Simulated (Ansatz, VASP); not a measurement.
**One calculation of AlPd4, two programs**

INCAR

```
PREC = Accurate ; ENCUT = 600
EDIFF = 1E-6 ; ISMEAR = 0
SIGMA = 0.1 ; LREAL = F
LASPH = T ; NELM = 60
ALGO = Fast ; ISIF = 3
LWAVE = F ; LCHARG = F
GGA = PE ; IBRION = 2
NSW = 100 ; EDIFFG = -0.01
```

KPOINTS

```
Automatic mesh
0
Gamma
  18 18 4
```

Contents of POSCAR:

```
AlPd4
1.0
    2.8491287417      0.0000000000      0.0000000000
   -1.4245643708      2.4674178689      0.0000000000
    0.0000000000      0.0000000000     10.7912270921
Al Pd
1 4
Direct
    0.0000000000      0.0000000000      0.0000000000
    0.3333333333      0.6666666667      0.8211960198
    0.3333333333      0.6666666667      0.3937930516
    0.6666666667      0.3333333333      0.1788039802
    0.6666666667      0.3333333333      0.6062069484
```

Input for Ansatz:

```yaml
crystal:
  lattice:
    - [2.8491287417, 0.0, 0.0]
    - [-1.4245643708, 2.4674178689, 0.0]
    - [0.0, 0.0, 10.7912270921]
  atoms:
    - { symbol: Al, position: [0.0, 0.0, 0.0] }
    - { symbol: Pd, position: [0.3333333333, 0.6666666667, 0.8211960198] }
    - { symbol: Pd, position: [0.3333333333, 0.6666666667, 0.3937930516] }
    - { symbol: Pd, position: [0.6666666667, 0.3333333333, 0.1788039802] }
    - { symbol: Pd, position: [0.6666666667, 0.3333333333, 0.6062069484] }
basis:
  ecutwfc: 420
kpoints:
  mp_grid: { grid: [18, 18, 4] }
hamiltonian:
  xc: pbe
scf:
  occupations: { method: gaussian, width: 0.1 }
output:
  forces: true
  stress: true
  eigenvalues: true
relax:
  adjacent_minimum: "off"
  f_tol: 0.01
  max_steps: 80
  cell: { stress_tol: 0.05 }
```

Change from the starting cell: species swapped into the Co4H type (P-3m1, No. 164).

Alike in both runs: task relaxation of cell and atoms; functional PBE; k mesh 18 × 18 × 4; occupations gaussian, width 0.1 eV; no spin polarisation.

|  | VASP | Ansatz |
| --- | --- | --- |
| version | VASP 6.6.1 | Ansatz 0.2.0 |
| potentials or method | VASP PAW PBE potentials, release 64 (Al, Pd), cutoff 600 eV | scalar-relativistic, plane waves, PAW |
| valence electrons in the cell | 43 | 75 |

|  | VASP | Ansatz | Ansatz less VASP |
| --- | --- | --- | --- |
| gap on the k mesh at the Fermi level, each at its own relaxed structure (eV) | none | none | - |
| relaxed volume (Å³/atom) | 15.17 | 15.18 | +0.008 |
| relaxed length of the cell vector where the two differ most in proportion (Å) | 10.809 | 10.802 | -0.0070 |

A gap of «none» marks a metal or a gap that the smearing closes. VASP's potentials hold 43 valence electrons a cell and Ansatz's 75, so a difference there can come from the potentials and not from the codes.

Noted on VASP's run: too few bands were computed for a metal, which touches its energy and stress.
